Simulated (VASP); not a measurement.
# SrO (I4/mmm) in VASP: further runs

The runs below take SrO through single point, with PBE.

All numbers are computed with VASP 6.6.1; they aren't measurements. Logs are shortened: lines on timing, memory, paths and dates and some standing lists are left out, and cuts for length are marked.

### Step 1. The cell of the first run

It takes space group I4/mmm (No. 139, tetragonal). Conventional cell: a = 3.580 Å, b = 3.580 Å, c = 5.140 Å, α = 90.00°, β = 90.00°, γ = 90.00°. Within 3.3 Å of Sr (site symmetry 4/mmm) lie 6 O at 2.53 to 2.57 Å. O (site symmetry 4/mmm) has 6 Sr at 2.53 to 2.57 Å within 3.3 Å.

### Step 2. Single point, PBE (strain -0.015 along x and y, +0.000 along z)

Contents of INCAR:

```
PREC = Accurate ; ENCUT = 520
EDIFF = 1E-7 ; ISMEAR = 0
SIGMA = 0.05 ; LREAL = False
LASPH = True ; NELM = 60
ALGO = Normal ; ISIF = 2
LWAVE = False ; LCHARG = False
GGA = PE ; NBANDS = 15
```

Contents of KPOINTS:

```
Automatic mesh
0
Gamma
  8 8 8
```

Contents of POSCAR:

```
SrO
1.0
    0.0000000000      2.5312530000      2.5698000000
    2.5312530000      0.0000000000      2.5698000000
    2.5312530000      2.5312530000      0.0000000000
Sr O
1 1
Direct
    0.0000000000      0.0000000000      0.0000000000
    0.5000000000      0.5000000000      0.5000000000
```

Potentials or basis: VASP PAW PBE potentials, release 64 (Sr_sv, O).

Run with:

```
$ cat potpaw_PBE.64/Sr_sv/POTCAR potpaw_PBE.64/O/POTCAR > POTCAR
$ mpirun -np 1 vasp_std > vasp.out
```

OUTCAR:

```text
PREC = Accurate
   ENCUT = 520
   EDIFF = 1E-7
   ISMEAR = 0
   LREAL = False
   LASPH = True
   NELM = 60
   ISIF = 2
   GGA = PE

 ion  position               nearest neighbor table
   1  0.000  0.000  0.000-   2 2.53   2 2.53   2 2.53   2 2.53   2 2.57   2 2.57
   2  0.500  0.500  0.500-   1 2.53   1 2.53   1 2.53   1 2.53   1 2.57   1 2.57

  LATTYP: Found a body centered tetragonal cell.
 ALAT       =     3.5797323224
 C/A-ratio  =     1.4357498095

  Lattice vectors:

 A1 = (  -2.5312530000,   0.0000000000,   2.5698000000)
 A2 = (   2.5312530000,   0.0000000000,   2.5698000000)
 A3 = (   0.0000000000,   2.5312530000,  -2.5698000000)

Analysis of symmetry for initial positions (statically):
=====================================================================
 Subroutine PRICEL returns:
 Original cell was already a primitive cell.

 Routine SETGRP: Setting up the symmetry group for a
 body centered tetragonal supercell.

 Subroutine GETGRP returns: Found 16 space group operations
 (whereof 16 operations were pure point group operations)
 out of a pool of 16 trial point group operations.

The static configuration has the point symmetry D_4h.

Analysis of symmetry for dynamics (positions and initial velocities):
=====================================================================
 Subroutine PRICEL returns:
 Original cell was already a primitive cell.

 Routine SETGRP: Setting up the symmetry group for a
 body centered tetragonal supercell.

 Subroutine GETGRP returns: Found 16 space group operations
 (whereof 16 operations were pure point group operations)
 out of a pool of 16 trial point group operations.

The dynamic configuration has the point symmetry D_4h.

 Subroutine INISYM returns: Found 16 space group operations
 (whereof 16 operations are pure point group operations),
 and found     1 'primitive' translations

----------------------------------------------------------------------------------------

                                     Primitive cell

  volume of cell :      32.9307

  direct lattice vectors                    reciprocal lattice vectors
     0.000000000  2.531253000  2.569800000    -0.197530630  0.197530630  0.194567671
     2.531253000  0.000000000  2.569800000     0.197530630 -0.197530630  0.194567671
     2.531253000  2.531253000  0.000000000     0.197530630  0.197530630 -0.194567671

  length of vectors
     3.607092152  3.607092152  3.579732322     0.340431018  0.340431018  0.340431018

  position of ions in fractional coordinates (direct lattice)
     0.000000000  0.000000000  0.000000000
     0.500000000  0.500000000  0.500000000

  ion indices of the primitive-cell ions
   primitive index   ion index
                 1           1
                 2           2

----------------------------------------------------------------------------------------

 KPOINTS: Automatic mesh

Automatic generation of k-mesh.
 Grid dimensions read from file:
 generate k-points for:    8    8    8

 Generating k-lattice:

  Cartesian coordinates                     Fractional coordinates (reciprocal lattice)
    -0.024691329  0.024691329  0.024320959     0.125000000  0.000000000  0.000000000
     0.024691329 -0.024691329  0.024320959     0.000000000  0.125000000  0.000000000
     0.024691329  0.024691329 -0.024320959     0.000000000  0.000000000  0.125000000

  Length of vectors
     0.042553877  0.042553877  0.042553877

  Shift w.r.t. Gamma in fractional coordinates (k-lattice)
     0.000000000  0.000000000  0.000000000

 Subroutine IBZKPT returns following result:
 ===========================================

 Found     59 irreducible k-points:

 Following reciprocal coordinates:
            Coordinates               Weight
  0.000000  0.000000  0.000000      1.000000
  0.125000  0.000000  0.000000      8.000000
  0.250000  0.000000  0.000000      8.000000
  0.375000  0.000000  0.000000      8.000000
  0.500000  0.000000  0.000000      4.000000
  0.125000  0.125000  0.000000      2.000000
[... 16 lines left out ...]
  0.250000  0.000000  0.125000     16.000000
  0.375000  0.000000  0.125000     16.000000
 [... further k-points ...]
   k-points           NKPTS =     59   k-points in BZ     NKDIM =     59   number of bands    NBANDS=     15
   number of dos      NEDOS =    301   number of ions     NIONS =      2
   total plane-waves  NPLWV =  21952
   dimension x,y,z NGX =    28 NGY =   28 NGZ =   28
   dimension x,y,z NGXF=    56 NGYF=   56 NGZF=   56
   ions per type =               1   1
   NGX,Y,Z   is equivalent  to a cutoff of  12.90, 12.90, 13.00 a.u.
   NGXF,Y,Z  is equivalent  to a cutoff of  25.81, 25.81, 26.01 a.u.
 SYSTEM =  unknown system
   PREC   = accura    normal or accurate (medium, high low for compatibility)
   ISTART =      0    job   : 0-new  1-cont  2-samecut
   ICHARG =      2    charge: 1-file 2-atom 10-const
   ISPIN  =      1    spin polarized calculation?
   LNONCOLLINEAR =      F non collinear calculations
   LSORBIT =      F    spin-orbit coupling
   LASPH  =      T    aspherical Exc in radial PAW
   ENCUT  =  520.0 eV  38.22 Ry    6.18 a.u.   6.71  6.71  6.66*2*pi/ulx,y,z
   NELM   =     60;   NELMIN=  2; NELMDL= -5     # of ELM steps
   EDIFF  = 0.1E-06   stopping-criterion for ELM
   LREAL  =      F    real-space projection
   EDIFFG = 0.1E-05   stopping-criterion for IOM
   NSW    =      0    number of steps for IOM
   IBRION =     -1    ionic relax: 0-MD 1-quasi-New 2-CG
   NFREE  =      0    steps in history (QN), initial steepest desc. (CG)
   ISIF   =      2    stress and relaxation
   ISYM   =      2    0-nonsym 1-usesym 2-fastsym
   POTIM  = 0.5000    time-step for ionic-motion
   TEBEG  =    0.0;   TEEND  =   0.0 temperature during run
   PSTRESS=    0.0 pullay stress
   NELECT =      16.0000    total number of electrons
   NUPDOWN=      -1.0000    fix difference up-down
   EMIN   =  10.00;   EMAX   =-10.00  energy-range for DOS
   EFERMI =   0.00;   METHOD = LEGACY
   ISMEAR =     0;   SIGMA  =   0.05  broadening in eV -4-tet -1-fermi 0-gaus
   EFERMI_NEDOS =   21; number of points for ismear=-14 and -15
   IALGO  =     38    algorithm
   IMIX   =      4    mixing-type and parameters
     AMIX     =   0.40;   BMIX     =  1.00
     AMIX_MAG =   1.60;   BMIX_MAG =  1.00
  volume/ion in A,a.u.               =      16.47       111.11
  Fermi-wavevector in a.u.,A,eV,Ry     =   1.287008  2.432093 22.536559  1.656390
  Thomas-Fermi vector in A             =   2.419048
   LORBIT       =      0    0 simple, 1 ext, 2 COOP (PROOUT), +10 PAW based schemes
   GGA     = PE    functional components
   LHFCALC =     F    Hartree Fock is set to
   AEXX    =    0.0000 exact exchange contribution
   IVDW    =     0    specifies the selected vdW correction
   LEPSILON=     F    determine dielectric tensor
   LRPA    =     F    only Hartree local field effects (RPA)
 non-spin polarized calculation
 Gauss-broadening in eV      SIGMA  =   0.05
  energy-cutoff  :      520.00
  volume of cell :       32.93
 maximum number of plane-waves:       909
   NGX = 13   NGY = 13   NGZ = 13

 number of electron      15.9999995 magnetization

 Free energy of the ion-electron system (eV)
  ---------------------------------------------------
  ext. energy  EPLUGINS =         0.00000000
  ---------------------------------------------------
  free energy    TOTEN  =       -12.00494883 eV

  energy without entropy =      -12.00494883  energy(sigma->0) =      -12.00494883

 E-fermi :   2.1258     XC(G=0): -10.1764

 val. band max:        1.8361800732   @ k =   0.0000   0.0000   0.0000
 cond. band min:       5.0428834736   @ k =   0.5000   0.0000   0.5000
 fundamental gap:      3.2067034005
 Fermi energy:         2.1257862325

 k-point     1 :       0.0000    0.0000    0.0000
  band No.  band energies     occupation
      1     -30.4642      2.00000
      2     -13.3149      2.00000
      3     -12.0738      2.00000
      4     -12.0638      2.00000
      5     -12.0638      2.00000
      6       1.7773      2.00000
      7       1.8362      2.00000
      8       1.8362      2.00000
      9       6.0238      0.00000
     10       8.0174      0.00000
     11       8.1360      0.00000
     12       8.1360      0.00000
     13      10.2400      0.00000
     14      10.4393      0.00000
     15      14.6855      0.00000

 k-point     2 :       0.1250    0.0000    0.0000
  band No.  band energies     occupation
      1     -30.4413      2.00000
      2     -13.6835      2.00000
      3     -12.0863      2.00000
      4     -12.0748      2.00000
      5     -11.7529      2.00000
      6       1.3543      2.00000
      7       1.5931      2.00000
      8       1.6232      2.00000
      9       6.7308      0.00000
     10       7.9438      0.00000
     11       8.3826      0.00000
     12       8.4475      0.00000
     13      10.6665      0.00000
     14      10.8728      0.00000
     15      15.7145      0.00000

 k-point     3 :       0.2500    0.0000    0.0000
  band No.  band energies     occupation
      1     -30.3855      2.00000
      2     -14.2798      2.00000
      3     -12.1228      2.00000
      4     -12.1008      2.00000
      5     -11.2893      2.00000
      6       0.5085      2.00000
      7       1.1484      2.00000
      8       1.1653      2.00000
      9       7.9037      0.00000
     10       8.2870      0.00000
     11       9.2534      0.00000
     12       9.2960      0.00000
     13      11.7318      0.00000
     14      11.9485      0.00000
     15      17.7892      0.00000
[... 343 lines left out ...]
 k-point    23 :       0.2500    0.0000    0.1250
  band No.  band energies     occupation
      1     -30.3885      2.00000
      2     -14.1267      2.00000
      3     -12.1884      2.00000
      4     -12.1616      2.00000
      5     -11.3867      2.00000
      6       0.5124      2.00000
      7       1.3991      2.00000
      8       1.5135      2.00000
      9       7.1190      0.00000
     10       7.7906      0.00000
     11       9.5054      0.00000
     12       9.6487      0.00000
     13      11.1478      0.00000
     14      12.2035      0.00000
     15      17.8089      0.00000

 k-point    24 :       0.3750    0.0000    0.1250
  band No.  band energies     occupation
      1     -30.3322      2.00000
      2     -14.5381      2.00000
      3     -12.2248      2.00000
      4     -12.2001      2.00000
      5     -11.1651      2.00000
      6       0.1265      2.00000
      7       0.9123      2.00000
      8       1.1043      2.00000
      9       7.4920      0.00000
     10       9.0799      0.00000
     11      10.4945      0.00000
     12      10.6283      0.00000
     13      12.4502      0.00000
     14      13.1644      0.00000
     15      17.9864      0.00000

 [... further k-points ...]

------------------------ aborting loop because EDIFF is reached ----------------------------------------

  FORCE on cell =-STRESS in cart. coord.  units (eV):
  Direction    XX          YY          ZZ          XY          YZ          ZX
  --------------------------------------------------------------------------------------
  -------------------------------------------------------------------------------------
  Total        1.5679010      1.5679010      1.0543949      0.0000000     -0.0000000      0.0000000
  in kB       76.2831807     76.2831807     51.2995363      0.0000000     -0.0000000      0.0000000
  external PRESSURE =      67.9552992 kB  Pullay stress =       0.0000000 kB

 VOLUME and BASIS-vectors are now :
 -----------------------------------------------------------------------------
  energy-cutoff  :      520.00
  volume of cell :       32.93
      direct lattice vectors                 reciprocal lattice vectors
     0.000000000  2.531253000  2.569800000    -0.197530630  0.197530630  0.194567671
     2.531253000  0.000000000  2.569800000     0.197530630 -0.197530630  0.194567671
     2.531253000  2.531253000  0.000000000     0.197530630  0.197530630 -0.194567671

 POSITION                                       TOTAL-FORCE (eV/Angst)
 -----------------------------------------------------------------------------------
      0.00000      0.00000      0.00000         0.000000      0.000000      0.000000
      2.53125      2.53125      2.56980        -0.000000     -0.000000      0.000000
 -----------------------------------------------------------------------------------
    total drift:                                0.000000      0.000000      0.000000

  FREE ENERGIE OF THE ION-ELECTRON SYSTEM (eV)
  ---------------------------------------------------
  free  energy   TOTEN  =       -12.0049488295 eV

  energy  without entropy=      -12.0049488295  energy(sigma->0) =      -12.00494883
```

It took 14 s on 1 thread of Intel Xeon 6975P-C (Granite Rapids), shared host; peak memory 0.17 GiB.

What came out:

```yaml
Free_energy: -12.0049 eV
Pressure: 6.8 GPa
Band_gap_on_the_k_mesh: 3.21 eV, indirect (least direct gap 3.27 eV)
```

Stress tensor (GPa, compression positive):
```
7.63 0.00 0.00
0.00 7.63 0.00
0.00 0.00 5.13
```

Levels at points of the mesh, in eV from the valence-band top:
```csv
k point,band 6,band 7,band 8,band 9,band 10,band 11
"(0.00, 0.00, 0.00)",-0.06,0.00,0.00,4.19,6.18,6.30
"(0.50, 0.00, 0.00)",-2.25,-1.22,-1.22,6.67,8.69,9.00
"(0.50, 0.50, 0.00)",-0.46,-0.06,-0.06,3.26,8.03,10.37
"(0.50, 0.00, 0.50)",-0.36,-0.13,-0.06,3.21,8.03,10.37
```

Caveat: the cell differs from its parent crystal (strain -0.015 along x and y, +0.000 along z). A k mesh can miss the band edges.

### Step 3. Single point, PBE (strain +0.000 along x and y, -0.015 along z)

Contents of INCAR:

```
ALGO     = Normal         # electronic algorithm
EDIFF    = 1E-6           # SCF threshold, eV
ENCUT    = 520            # plane-wave cutoff, eV
GGA      = PE             # functional
ISIF     = 2              # what is computed and relaxed
ISMEAR   = 0              # smearing method
LASPH    = True           # aspherical terms in the spheres
LCHARG   = True           # write CHGCAR
LELF     = True           # ELF
LREAL    = False          # projectors in reciprocal space
LVHAR    = True         
LWAVE    = False          # write WAVECAR
NBANDS   = 15             # bands
NELM     = 100            # most SCF steps
PREC     = Accurate       # precision mode
SIGMA    = 0.05           # smearing width, eV
```

Contents of KPOINTS:

```
k-points
0
Gamma
  8 8 8
```

Contents of POSCAR:

```
SrO
1.0
    0.0000000000      2.5698000000      2.5312530000
    2.5698000000      0.0000000000      2.5312530000
    2.5698000000      2.5698000000      0.0000000000
Sr O
1 1
Direct
    0.0000000000      0.0000000000      0.0000000000
    0.5000000000      0.5000000000      0.5000000000
```

Potentials or basis: VASP PAW PBE potentials, release 64 (Sr_sv, O).

Run with:

```
$ cat potpaw_PBE.64/Sr_sv/POTCAR potpaw_PBE.64/O/POTCAR > POTCAR
$ mpirun -np 1 vasp_std > vasp.out
```

Run time: 13 s. Hardware: 1 thread of Intel Xeon 6975P-C (Granite Rapids), shared host; peak memory 0.17 GiB.

Results (log left out):

```
Free energy            : -12.0238 eV
Pressure               : 5.1 GPa
Band gap on the k mesh : 3.18 eV, indirect (least direct gap 3.30 eV)
```

Stress tensor (GPa, compression positive):
```
4.32 0.00 0.00
0.00 4.32 0.00
0.00 0.00 6.75
```

Levels at points of the mesh, in eV from the valence-band top:
```
           k point  band 4  band 5  band 6  band 7  band 8  band 9  band 10  band 11  band 12  band 13
(0.00, 0.00, 0.00)  -13.99  -13.99   -0.06   -0.06    0.00    4.06     6.17     6.17     6.29     8.31
(0.50, 0.00, 0.00)  -14.06  -12.79   -2.24   -1.21   -1.21    6.58     8.55     8.89     8.92    11.96
(0.50, 0.50, 0.00)  -14.40  -14.40   -0.38   -0.14   -0.14    3.18     7.90    10.24    10.53    11.19
(0.50, 0.00, 0.50)  -14.38  -14.36   -0.48   -0.14   -0.07    3.23     7.88    10.25    10.47    11.09
```

Caveat: the cell differs from its parent crystal (strain +0.000 along x and y, -0.015 along z). A k mesh can miss the band edges.

### Step 4. Single point, PBE (strain -0.015 along x and y, +0.015 along z)

Contents of INCAR:

```
PREC = Accurate
ENCUT = 520
EDIFF = 1E-7
ISMEAR = 0
SIGMA = 0.05
LREAL = False
LASPH = True
NELM = 60
ALGO = Normal
ISIF = 2
LWAVE = False
LCHARG = True
GGA = PE
LELF = True
LVHAR = True
NBANDS = 15
```

Contents of KPOINTS:

```
Automatic mesh
0
Gamma
  8 8 8
```

Contents of POSCAR:

```
SrO
1.0
    0.0000000000      2.5312530000      2.6083470000
    2.5312530000      0.0000000000      2.6083470000
    2.5312530000      2.5312530000      0.0000000000
Sr O
1 1
Direct
    0.0000000000      0.0000000000      0.0000000000
    0.5000000000      0.5000000000      0.5000000000
```

Run with:

```
$ cat potpaw_PBE.64/Sr_sv/POTCAR potpaw_PBE.64/O/POTCAR > POTCAR
$ mpirun -np 1 vasp_std > vasp.out
```

Run time: 17 s. Hardware: 1 thread of Intel Xeon 6975P-C, shared host; peak memory 0.18 GiB.

The run converged. Its results:

```yaml
Free_energy: -12.0166 eV
Pressure: 5.3 GPa
Band_gap_on_the_k_mesh: 3.19 eV, indirect (least direct gap 3.25 eV)
```

Stress tensor (GPa, compression positive):
```
6.79 0.00 0.00
0.00 6.79 0.00
0.00 0.00 2.31
```

Levels at points of the mesh, in eV from the valence-band top:
| k point | band 5 | band 6 | band 7 | band 8 | band 9 | band 10 | band 11 | band 12 |
| --- | --- | --- | --- | --- | --- | --- | --- | --- |
| (0.00, 0.00, 0.00) | -13.98 | -0.11 | 0.00 | 0.00 | 4.04 | 6.06 | 6.29 | 6.29 |
| (0.50, 0.00, 0.00) | -12.78 | -2.24 | -1.21 | -1.21 | 6.58 | 8.55 | 8.89 | 8.94 |
| (0.50, 0.50, 0.00) | -14.33 | -0.56 | -0.07 | -0.07 | 3.29 | 7.90 | 10.27 | 10.41 |
| (0.50, 0.00, 0.50) | -14.37 | -0.37 | -0.20 | -0.06 | 3.19 | 7.88 | 10.26 | 10.53 |

Caveat: the cell differs from its parent crystal (strain -0.015 along x and y, +0.015 along z). A k mesh can miss the band edges.

### Step 5. Single point, PBE (strain -0.015 along x and y, +0.030 along z)

Contents of INCAR:

```
PREC = Accurate
ENCUT = 520
EDIFF = 1E-6
ISMEAR = 0
SIGMA = 0.05
LREAL = F
LASPH = T
NELM = 100
ALGO = Normal
ISIF = 2
LWAVE = F
LCHARG = T
GGA = PE
LELF = T
LVHAR = T
NBANDS = 15
```

KPOINTS is that of step 4.

Contents of POSCAR:

```
SrO
1.0
    0.0000000000      2.5312530000      2.6468940000
    2.5312530000      0.0000000000      2.6468940000
    2.5312530000      2.5312530000      0.0000000000
Sr O
1 1
Direct
    0.0000000000      0.0000000000      0.0000000000
    0.5000000000      0.5000000000      0.5000000000
```

Run with:

```
$ cat potpaw_PBE.64/Sr_sv/POTCAR potpaw_PBE.64/O/POTCAR > POTCAR
$ mpirun -np 1 vasp_std > vasp.out
```

Run time: 16 s. Hardware: 1 thread of Intel Xeon 6975P-C, shared host; peak memory 0.18 GiB.

It converged, with:

- Free energy: -12.0204 eV
- Pressure: 4.0 GPa
- Band gap on the k mesh: 3.17 eV, indirect (least direct gap 3.24 eV)

Stress tensor (GPa, compression positive):
```
 6.02  0.00  0.00
 0.00  6.02  0.00
 0.00  0.00 -0.02
```

Levels at points of the mesh, in eV from the valence-band top:
```csv
k point,band 5,band 6,band 7,band 8,band 9,band 10,band 11,band 12
"(0.00, 0.00, 0.00)",-14.05,-0.15,0.00,0.00,3.89,5.95,6.29,6.29
"(0.50, 0.00, 0.00)",-12.84,-2.23,-1.21,-1.20,6.50,8.40,8.79,8.86
"(0.50, 0.50, 0.00)",-14.37,-0.65,-0.08,-0.08,3.32,7.78,10.18,10.21
"(0.50, 0.00, 0.50)",-14.43,-0.39,-0.26,-0.07,3.17,7.74,10.16,10.39
```

Caveat: the cell differs from its parent crystal (strain -0.015 along x and y, +0.030 along z). A k mesh can miss the band edges.

### Step 6. Overview

| cell | gap on the mesh (eV) | pressure (GPa) |
| --- | --- | --- |
| a = 3.607, b = 3.607, c = 3.580 Å, angles 60.3, 60.3, 59.5°, 2 atoms | 3.21 | 6.8 |
| a = 3.607, b = 3.607, c = 3.634 Å, angles 59.8, 59.8, 60.5°, 2 atoms | 3.18 | 5.1 |
| a = 3.635, b = 3.635, c = 3.580 Å, angles 60.5, 60.5, 59.0°, 2 atoms | 3.19 | 5.3 |
| a = 3.662, b = 3.662, c = 3.580 Å, angles 60.7, 60.7, 58.5°, 2 atoms | 3.17 | 4.0 |

Alike in all rows: task single point; level PBE; potentials or basis VASP PAW PBE potentials, release 64 (Sr_sv, O); no spin polarisation; k mesh 8 × 8 × 8; cutoff (eV) 520; smearing gaussian 0.05 eV.

Absolute energies hang on the potentials; compare differences alone.
